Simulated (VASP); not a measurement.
A run of VASP 6.6.1 is set up as follows.

The input POSCAR:

```
BP
1.0
    0.0000000000      2.2511058308      2.2511058308
    2.2511058308      0.0000000000      2.2511058308
    2.2511058308      2.2511058308      0.0000000000
B P
1 1
Direct
    0.0000000000      0.0000000000      0.0000000000
    0.7500000000      0.7500000000      0.7500000000
```

INCAR.step1

```
SYSTEM = BP
ALGO     = Normal         ! electronic algorithm
EDIFF    = 1E-4           ! SCF threshold, eV
ENCUT    = 520            ! plane-wave cutoff, eV
GGA      = PE             ! functional
ISMEAR   = 0              ! smearing method
LASPH    = .True.         ! aspherical terms in the spheres
LCHARG   = .False.        ! write CHGCAR
LREAL    = .False.        ! projectors in reciprocal space
LWAVE    = .True.         ! write WAVECAR
NBANDS   = 11             ! bands
NELM     = 100            ! most SCF steps
PREC     = Accurate       ! precision mode
SIGMA    = 0.01           ! smearing width, eV
```

The input INCAR.step2:

```
SYSTEM = BP
ALGO     = Normal         ! electronic algorithm
EDIFF    = 1E-6           ! SCF threshold, eV
ENCUT    = 520            ! plane-wave cutoff, eV
ISIF     = 2              ! what is computed and relaxed
ISMEAR   = 0              ! smearing method
ISTART   = 1            
LASPH    = .True.         ! aspherical terms in the spheres
LCHARG   = .False.        ! write CHGCAR
LMIXTAU  = .True.       
LREAL    = .False.        ! projectors in reciprocal space
LWAVE    = .False.        ! write WAVECAR
METAGGA  = R2SCAN         ! meta-GGA
NBANDS   = 11             ! bands
NELM     = 100            ! most SCF steps
PREC     = Accurate       ! precision mode
SIGMA    = 0.01           ! smearing width, eV
```

File KPOINTS:

```
k-points
0
Gamma
  8 8 8
  0 0 0
```

Potentials or basis: VASP PAW PBE potentials, release 64 (B, P).

Run with:

```bash
$ cat potpaw_PBE.64/B/POTCAR potpaw_PBE.64/P/POTCAR > POTCAR
$ cp INCAR.step1 INCAR
$ mpirun -np 1 vasp_std > vasp.out
$ cp INCAR.step2 INCAR
$ mpirun -np 1 vasp_std > vasp.out
```

Task: Estimate the band gap on the k mesh.

Result: 1.45 eV, indirect (least direct gap 3.68 eV).

Task: Predict the pressure.

Result: 3.5 GPa.

Caveat: the PAW data sets were made with another functional, which shifts forces and pressure a little. r2SCAN opens gaps a little over a GGA but as a rule still falls short of measured ones.
